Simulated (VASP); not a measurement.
Write the native input for VASP 6.6.1 that does the following.

```yaml
Task: single point
Functional: PBE
Potentials_or_basis: VASP PAW PBE potentials, release 64 (In_d, As)
Cutoff: 520 eV
k_mesh: 6 × 6 × 6
Occupations: fermi-dirac, width 0.02 eV
Spin: no spin polarisation
Dipole_correction: no
Further_INCAR_settings: ALGO = Normal; EDIFF = 1e-06; NBANDS = 16
```

The structure of InAs lies in POSCAR:

```
InAs
1.0
    0.0000000000      3.1249861574      3.1249861574
    3.1249861574      0.0000000000      3.1249861574
    3.1249861574      3.1249861574      0.0000000000
In As
1 1
Direct
    0.0000000000      0.0000000000      0.0000000000
    0.2500000000      0.2500000000      0.2500000000
```

One way to write it, as run:

INCAR

```
SYSTEM = InAs
PREC     = Accurate       ! precision mode
ENCUT    = 520            ! plane-wave cutoff, eV
EDIFF    = 1E-6           ! SCF threshold, eV
ISMEAR   = -1             ! smearing method
SIGMA    = 0.02           ! smearing width, eV
LREAL    = .FALSE.        ! projectors in reciprocal space
LASPH    = .TRUE.         ! aspherical terms in the spheres
NELM     = 80             ! most SCF steps
ALGO     = Normal         ! electronic algorithm
ISIF     = 2              ! what is computed and relaxed
LWAVE    = .FALSE.        ! write WAVECAR
LCHARG   = .FALSE.        ! write CHGCAR
GGA      = PE             ! functional
NBANDS   = 16             ! bands
```

KPOINTS

```
regular mesh
0
G
  6 6 6
  0 0 0
```

Potentials or basis: VASP PAW PBE potentials, release 64 (In_d, As).

The run is started by

```sh
$ cat potpaw_PBE.64/In_d/POTCAR potpaw_PBE.64/As/POTCAR > POTCAR
$ mpirun -np 1 vasp_std > vasp.out
```

Results of the run:

```
Pressure               : -1.3 GPa
Band gap on the k mesh : zero (filled and empty bands touch)
```

Caveat: semilocal functionals underestimate gaps, so a narrow gap can read as zero; spin-orbit coupling is left out, which moves the levels of the heavy elements.

Run time: 31 s on 1 thread of AMD EPYC 7R13 (shared host), peak memory 0.18 GiB.
